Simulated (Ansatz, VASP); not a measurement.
**Two plane-wave programs on YbH3**

```
Yb H
1.0
     0.00000    2.60497    2.60497
     2.60497    0.00000    2.60497
     2.60497    2.60497    0.00000
Yb H
1 3
Direct
  0.00000 0.00000 0.00000
  0.75000 0.75000 0.75000
  0.25000 0.25000 0.25000
  0.50000 0.50000 0.50000
```

Alike in both runs: task single point; functional PBE; k mesh 8 × 8 × 8; occupations fermi-dirac, width 0.15 eV; no spin polarisation.

|  | VASP | Ansatz |
| --- | --- | --- |
| version | VASP 6.6.1 | Ansatz 0.2.0 |
| potentials or method | VASP PAW PBE potentials, release 64 (Yb, H), cutoff 520 eV | plane waves, PAW |
| valence electrons in the cell | 27 | 27 |

|  | VASP | Ansatz | Ansatz less VASP |
| --- | --- | --- | --- |
| pressure (GPa) | -5.6 | -5.1 | +0.48 |

Spin-orbit coupling is off throughout.
